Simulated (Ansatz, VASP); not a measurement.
**Two plane-wave programs on Mn**

```
Mn
1.0
     2.44639    0.00000    0.00000
    -1.22320    2.11864    0.00000
     0.00000    0.00000    3.90541
Mn
2
Direct
  0.66667 0.33333 0.75000
  0.33333 0.66667 0.25000
```

Change from the starting cell: strain -0.015 along x and y, -0.030 along z, atoms carried along.

Alike in both runs: task single point; functional PBEsol; k mesh 21 × 21 × 12; occupations gaussian, width 0.15 eV; no spin polarisation.

|  | VASP | Ansatz |
| --- | --- | --- |
| version | VASP 6.6.1 | Ansatz 0.2.0 |
| potentials or method | VASP PAW PBE potentials, release 64 (Mn_pv), cutoff 520 eV | scalar-relativistic, plane waves, PAW |
| valence electrons in the cell | 26 | 30 |

Ansatz gave:

| Item | Value |
| --- | --- |
| gap on the k mesh at the Fermi level (eV) | none |
| pressure (GPa) | 6.4 |
| traceless stress, the component that is largest in VASP (GPa) | 3.37 |

Task: Estimate VASP's values.

Result: gap on the k mesh at the Fermi level (eV): none; pressure (GPa): 6.3; traceless stress, the component that is largest in VASP (GPa): 3.23.

VASP's potentials were made for PBE, not for PBEsol. A gap of «none» marks a metal or a gap that the smearing closes. VASP's potentials hold 26 valence electrons a cell and Ansatz's 30, so a difference there can come from the potentials and not from the codes.
